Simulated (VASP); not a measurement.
Here is a VASP 6.6.1 calculation.

Contents of INCAR:

```
PREC = Accurate
ENCUT = 520
EDIFF = 1E-6
ISMEAR = -1
SIGMA = 0.05
LREAL = F
LASPH = T
NELM = 60
ALGO = Normal
ISIF = 2
LWAVE = F
LCHARG = F
GGA = PS
NBANDS = 56
```

Contents of KPOINTS:

```
Automatic mesh
0
Gamma
  3 3 2
```

POSCAR

```
Te8HPd4
1.0
   -2.0120000000      3.4848860000      5.1130000000
    4.0240000000      0.0000000000      5.1130000000
    4.0240000000      6.9697720000      0.0000000000
Te Pd H
8 4 1
Direct
    0.3463508431      0.9541967806      0.1836655196
    0.1836464665      0.5149453582      0.0461870202
    0.3552055576      0.9778670025      0.6796562535
    0.1756356540      0.5416927246      0.5947583032
    0.7640036310      0.4700468287      0.3870046886
    0.6606235632      0.0408237281      0.3211729442
    0.7679894207      0.4610346356      0.8991032159
    0.6901348110      0.0508978509      0.8242391371
    0.0052309255     -0.0051135775     -0.0002480969
   -0.0051492480      0.0064791912      0.5319750118
    0.4628347274      0.5000246506      0.2082813811
    0.4582319072      0.5235400466      0.7293085114
    0.0970486842      0.4999785014      0.3708867950
```

Potentials or basis: VASP PAW PBE potentials, release 64 (Te, Pd, H).

Run with:

```bash
$ cat potpaw_PBE.64/Te/POTCAR potpaw_PBE.64/Pd/POTCAR potpaw_PBE.64/H/POTCAR > POTCAR
$ mpirun -np 1 vasp_std > vasp.out
```

(1) Estimate the largest force.

(2) Predict the pressure.

(3) Estimate the band gap on the k mesh.

## Answers

(1) 3.685 eV/Å.

(2) 3.2 GPa.

(3) zero (an odd number of electrons rules out a gap without spin polarisation).

Caveat: the k points lie up to 0.42 Å⁻¹ apart, too coarse for converged energies and pressures of a metal; the PAW data sets were made with another functional, which shifts forces and pressure a little; spin-orbit coupling is left out, which moves the levels of the heavy elements; an odd number of electrons without spin polarisation forces a metal; a magnetic or distorted state may lie lower.
